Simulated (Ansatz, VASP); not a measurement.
# ZnCuC6N6 in VASP and in Ansatz

```xyz
14
Lattice="0.0000 5.0945 5.0945 5.0945 0.0000 5.0945 5.0945 5.0945 0.0000" Properties=species:S:1:pos:R:3 pbc="T T T"
Zn    5.0945    5.0945    5.0945
Cu    0.0000    0.0000    0.0000
C     1.9170    5.0945    5.0945
C     5.0945    1.9170    5.0945
C     5.0945    5.0945    1.9170
C     8.2720    5.0945    5.0945
C     5.0945    8.2720    5.0945
C     5.0945    5.0945    8.2720
N     3.0870    5.0945    5.0945
N     5.0945    3.0870    5.0945
N     5.0945    5.0945    3.0870
N     7.1020    5.0945    5.0945
N     5.0945    7.1020    5.0945
N     5.0945    5.0945    7.1020
```

Alike in both runs: task single point; functional PBE; k mesh 4 × 4 × 4; occupations gaussian, width 0.1 eV; collinear spin.

|  | VASP | Ansatz |
| --- | --- | --- |
| version | VASP 6.6.1 | Ansatz 0.2.0 |
| potentials or method | VASP PAW PBE potentials, release 64 (Zn, Cu, C, N), cutoff 520 eV | scalar-relativistic, plane waves, PAW |
| valence electrons in the cell | 77 | 85 |

Ansatz gave:

* gap on the k mesh at the Fermi level (eV): none
* pressure (GPa): 3.9
* rms of the force components (eV/Å): 1.006
* net moment per atom (μB): 0.07
* size of the moment on the site where the two differ most (μB): 0.04

Problem. Estimate VASP's values.

Solution. gap on the k mesh at the Fermi level (eV): none; pressure (GPa): 4.5; rms of the force components (eV/Å): 0.807; net moment per atom (μB): 0.07; size of the moment on the site where the two differ most (μB): 0.08.

Site moments also hang on the region over which each program counts them. Atom by atom the forces differ by 0.201 eV/Å (rms over components). A gap of «none» marks a metal or a gap that the smearing closes. VASP's potentials hold 77 valence electrons a cell and Ansatz's 85, so a difference there can come from the potentials and not from the codes.

Noted on VASP's run: the standard files for N, O and F lose accuracy on very short bonds.
